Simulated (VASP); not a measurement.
## CdS: single point with r2SCAN

CdS:

```xyz
2
Lattice="0.0000 2.9100 2.9100 2.9100 0.0000 2.9100 2.9100 2.9100 0.0000" Properties=species:S:1:pos:R:3 pbc="T T T"
Cd    0.0000    0.0000    0.0000
S     4.0650    4.3650    4.3650
```

This cell differs from its parent crystal: atom 2 (S) moved by (-0.300, +0.000) A along x and y.

| Property | Result |
| --- | --- |
| Program | VASP 6.6.1 |
| Task | single point |
| Functional | r2SCAN |
| Potentials or basis | VASP PAW PBE potentials, release 64 (Cd, S) |
| Cutoff | 520 eV |
| k mesh | 8 × 8 × 8 |
| Occupations | gaussian, width 0.05 eV |
| Spin | no spin polarisation |
| Dipole correction | no |
| Further INCAR settings | ALGO = Normal; EDIFF = 1e-06; NBANDS = 16 |

```json
{
  "Pressure": "4.5 GPa",
  "Largest force": "1.529 eV/Å",
  "Band gap on the k mesh": "1.63 eV, direct"
}
```

Forces on the atoms (eV/Å):
```
Cd  -1.529  0.000  0.000
S    1.529  0.000  0.000
```

Stress tensor (GPa, compression positive):
```
 2.41  0.00  0.00
 0.00  5.55 -7.67
 0.00 -7.67  5.55
```

Levels at points of the mesh, in eV from the valence-band top:
| k point | band 5 | band 6 | band 7 | band 8 | band 9 | band 10 | band 11 | band 12 | band 13 | band 14 |
| --- | --- | --- | --- | --- | --- | --- | --- | --- | --- | --- |
| (0.00, 0.00, 0.00) | -7.66 | -7.64 | -0.29 | -0.11 | 0.00 | 1.63 | 7.00 | 7.11 | 7.27 | 11.61 |
| (0.50, 0.00, 0.00) | -7.58 | -7.19 | -4.20 | -1.05 | -0.44 | 3.24 | 6.70 | 7.69 | 7.88 | 11.49 |
| (0.00, 0.50, 0.00) | -7.60 | -7.28 | -4.87 | -1.23 | -0.66 | 3.66 | 6.98 | 7.93 | 8.22 | 11.34 |
| (0.50, 0.50, 0.00) | -7.56 | -7.20 | -4.15 | -2.01 | -1.84 | 3.65 | 4.61 | 9.73 | 11.53 | 11.73 |
| (0.00, 0.50, 0.50) | -7.58 | -7.15 | -3.93 | -2.06 | -1.97 | 3.51 | 4.92 | 9.70 | 11.14 | 12.01 |

Wall time 110 s on 1 thread of Intel(R) Xeon(R) Platinum 8559C (Emerald Rapids), on a shared host, peak memory 0.23 GiB.

Caveat: the cell differs from its parent crystal (atom 2 (S) moved by (-0.300, +0.000) A along x and y); the PAW data sets were made with another functional, which shifts forces and pressure a little.
